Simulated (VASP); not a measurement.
# BaTiO3 (Amm2) in VASP: a series of runs, part 2 of 2

VASP 6.6.1. The steps go on from the part before.

## Step 5: Single point, PBE+U (strain -0.025 along x and y, +0.000 along z)

File INCAR:

```
PREC = Accurate
ENCUT = 520
EDIFF = 1E-6
ISMEAR = 0
SIGMA = 0.05
LREAL = False
LASPH = True
NELM = 150
ALGO = Normal
ISIF = 2
LWAVE = False
LCHARG = False
LMAXMIX = 4
LDAU = True
LDAUTYPE = 2
LDAUL = -1 2 -1
LDAUU = 0 4 0
LDAUJ = 0 0 0
LDAUPRINT = 1
GGA = PE
NBANDS = 28
```

File KPOINTS:

```
Automatic mesh
0
Gamma
  6 6 6
```

File POSCAR:

```
BaTiO3
1.0
    3.9080139276      0.0000000000      0.0000000000
    0.0000000000      2.8014494461      2.8859184405
    0.0000000000     -2.8014494461      2.8859184405
Ba Ti O
1 1 3
Direct
    0.0000000000      0.0080771898      0.0080771898
    0.5000000000      0.5197092923      0.5197092923
    0.0000000000      0.4916268263      0.4916268263
    0.5000000000      0.4938075436      0.9829991481
    0.5000000000      0.9829991481      0.4938075436
```

Potentials or basis: VASP PAW PBE potentials, release 64 (Ba_sv, Ti_sv, O).

The run is started by

```sh
> cat potpaw_PBE.64/Ba_sv/POTCAR potpaw_PBE.64/Ti_sv/POTCAR potpaw_PBE.64/O/POTCAR > POTCAR
> mpirun -np 1 vasp_std > vasp.out
```

Wall time 37 s (1 thread of Intel Xeon 6975P-C (Granite Rapids), shared host); peak memory 0.23 GiB.

It converged, with:

| Quantity | Value |
| --- | --- |
| Free energy | -37.1167 eV |
| Pressure | 13.2 GPa |
| Largest force | 0.949 eV/Å |
| Band gap on the k mesh | 2.57 eV (least direct gap 2.92 eV) |

Forces in eV/Å, atoms in the order of the input:
```
Ba   0.000  0.000 -0.079
Ti   0.000  0.000 -0.949
O    0.000  0.000 -0.100
O    0.000 -0.605  0.564
O    0.000  0.605  0.564
```

Stress tensor (GPa, compression positive):
```
14.94  0.00  0.00
 0.00 15.70  0.00
 0.00  0.00  8.82
```

Levels at points of the mesh, in eV from the valence-band top:
```
           k point  band 17  band 18  band 19  band 20  band 21  band 22  band 23  band 24
(0.00, 0.00, 0.00)    -1.13    -0.52    -0.45    -0.35     2.57     2.79     2.84     4.44
(0.50, 0.00, 0.00)    -1.75    -1.68    -1.24    -0.96     2.96     4.28     4.38     4.38
(0.00, 0.50, 0.00)    -1.79    -1.67    -0.96    -0.84     2.86     4.20     4.20     4.45
(0.50, 0.50, 0.00)    -1.84    -0.91    -0.88    -0.09     4.24     4.37     4.68     4.91
(0.00, 0.50, 0.50)    -1.79    -1.05    -0.91    -0.27     4.17     4.28     4.54     5.31
(0.50, 0.50, 0.50)    -2.23    -0.18    -0.03     0.00     4.81     4.87     4.95     6.42
```

Eigenvalues of the final occupation matrices:
| site | spin | trace | eigenvalues |
| --- | --- | --- | --- |
| site 2 d | 1 | 0.84 | 0.11 0.11 0.11 0.25 0.25 |
| site 2 d | 2 | 0.84 | 0.11 0.11 0.11 0.25 0.25 |

Caveat: the cell differs from its parent crystal (strain -0.025 along x and y, +0.000 along z); the cell stands under pressure; spin-orbit coupling is left out, which moves the levels of the heavy elements. A k mesh can miss the band edges.

## Step 6: Single point, PBE+U (strain +0.000 along x and y, -0.025 along z)

File INCAR:

```
PREC = Accurate ; ENCUT = 520
EDIFF = 1E-7 ; ISMEAR = 0
SIGMA = 0.05 ; LREAL = F
LASPH = T ; NELM = 150
ALGO = Normal ; ISIF = 2
LWAVE = F ; LCHARG = F
LMAXMIX = 4 ; LDAU = T
LDAUTYPE = 2 ; LDAUL = -1 2 -1
LDAUU = 0 4 0 ; LDAUJ = 0 0 0
LDAUPRINT = 1 ; GGA = PE
NBANDS = 28
```

File KPOINTS:

```
regular mesh
0
Gamma
  6 6 6
```

POSCAR: that of step 5 with these lines changed.

```diff
@@ -2,5 +2,5 @@
 1.0
-    3.9080139276      0.0000000000      0.0000000000
-    0.0000000000      2.8014494461      2.8859184405
-    0.0000000000     -2.8014494461      2.8859184405
+    4.0082194129      0.0000000000      0.0000000000
+    0.0000000000      2.8732814832      2.8137704795
+    0.0000000000     -2.8732814832      2.8137704795
 Ba Ti O
```

Potentials or basis: VASP PAW PBE potentials, release 64 (Ba_sv, Ti_sv, O).

The run is started by

```sh
> cat potpaw_PBE.64/Ba_sv/POTCAR potpaw_PBE.64/Ti_sv/POTCAR potpaw_PBE.64/O/POTCAR > POTCAR
> mpirun -np 1 vasp_std > vasp.out
```

Run time: 45 s. Hardware: 1 thread of Intel Xeon 6975P-C (Granite Rapids), shared host; peak memory 0.23 GiB.

Results (log left out):

| Item | Value |
| --- | --- |
| Free energy | -37.2302 eV |
| Pressure | 7.9 GPa |
| Largest force | 0.979 eV/Å |
| Band gap on the k mesh | 2.58 eV (least direct gap 2.99 eV) |

Forces in eV/Å, atoms in the order of the input:
```
Ba   0.000  0.000 -0.099
Ti   0.000  0.000 -0.979
O    0.000  0.000  0.070
O    0.000 -0.500  0.504
O    0.000  0.500  0.504
```

Stress tensor (GPa, compression positive):
```
 6.01  0.00  0.00
 0.00  6.27  0.00
 0.00  0.00 11.50
```

Levels at points of the mesh, in eV from the valence-band top:
| k point | band 16 | band 17 | band 18 | band 19 | band 20 | band 21 | band 22 | band 23 | band 24 | band 25 |
| --- | --- | --- | --- | --- | --- | --- | --- | --- | --- | --- |
| (0.00, 0.00, 0.00) | -1.27 | -1.19 | -0.46 | -0.46 | -0.41 | 2.58 | 2.60 | 2.74 | 4.23 | 4.30 |
| (0.50, 0.00, 0.00) | -2.10 | -1.65 | -1.46 | -1.15 | -1.03 | 2.90 | 3.95 | 4.13 | 4.25 | 5.80 |
| (0.00, 0.50, 0.00) | -1.91 | -1.83 | -1.71 | -0.95 | -0.85 | 2.75 | 4.08 | 4.10 | 4.24 | 5.95 |
| (0.50, 0.50, 0.00) | -2.56 | -1.87 | -0.99 | -0.96 | -0.11 | 4.07 | 4.12 | 4.49 | 4.79 | 7.58 |
| (0.00, 0.50, 0.50) | -2.65 | -1.81 | -0.87 | -0.84 | -0.21 | 4.11 | 4.15 | 4.45 | 4.93 | 7.59 |
| (0.50, 0.50, 0.50) | -2.40 | -2.25 | -0.13 | -0.06 | 0.00 | 4.61 | 4.68 | 4.78 | 6.42 | 6.49 |

Eigenvalues of the final occupation matrices:
```csv
site,spin,trace,eigenvalues
site 2 d,1,0.82,0.11 0.11 0.12 0.24 0.25
site 2 d,2,0.82,0.11 0.11 0.12 0.24 0.25
```

Caveat: the cell differs from its parent crystal (strain +0.000 along x and y, -0.025 along z); the cell stands under pressure; spin-orbit coupling is left out, which moves the levels of the heavy elements. A k mesh can miss the band edges.

## Step 7: The runs side by side

```tsv
potentials or basis	cell	cutoff (eV)	gap on the mesh (eV)	pressure (GPa)	largest force (eV/Å)
VASP PAW PBE potentials, release 64 (Ba_sv, Ti_sv, O_h)	a = 4.209, b = 4.276, c = 4.276 Å, angles 89.7, 90.0, 90.0°, 5 atoms	910	2.11	-14.8	0.69
VASP PAW PBE potentials, release 64 (Ba_sv, Ti_sv, O_h)	a = 4.108, b = 4.226, c = 4.226 Å, angles 88.4, 90.0, 90.0°, 5 atoms	910	2.21	-10.1	0.46
VASP PAW PBE potentials, release 64 (Ba_sv, Ti_sv, O_h)	a = 4.209, b = 4.225, c = 4.225 Å, angles 91.1, 90.0, 90.0°, 5 atoms	910	2.19	-12.7	0.44
VASP PAW PBE potentials, release 64 (Ba_sv, Ti_sv, O)	a = 3.908, b = 4.022, c = 4.022 Å, angles 88.3, 90.0, 90.0°, 5 atoms	520	2.57	13.2	0.95
VASP PAW PBE potentials, release 64 (Ba_sv, Ti_sv, O)	a = 4.008, b = 4.022, c = 4.022 Å, angles 91.2, 90.0, 90.0°, 5 atoms	520	2.58	7.9	0.98
```

Alike in all rows: task single point; level PBE+U; no spin polarisation; Ti d U = 4.0 eV; k mesh 6 × 6 × 6; smearing gaussian 0.05 eV.

Caveats: spin-orbit coupling is left out, which moves the levels of the heavy elements; the cutoff is under 1.25 times the usual one of these potentials, so pressure, stress and relaxed cells hold a basis-set (Pulay) error (at least some runs); the cell stands under tension (at least some runs); the cell stands under pressure (at least some runs).

Absolute energies hang on the potentials; compare differences alone.
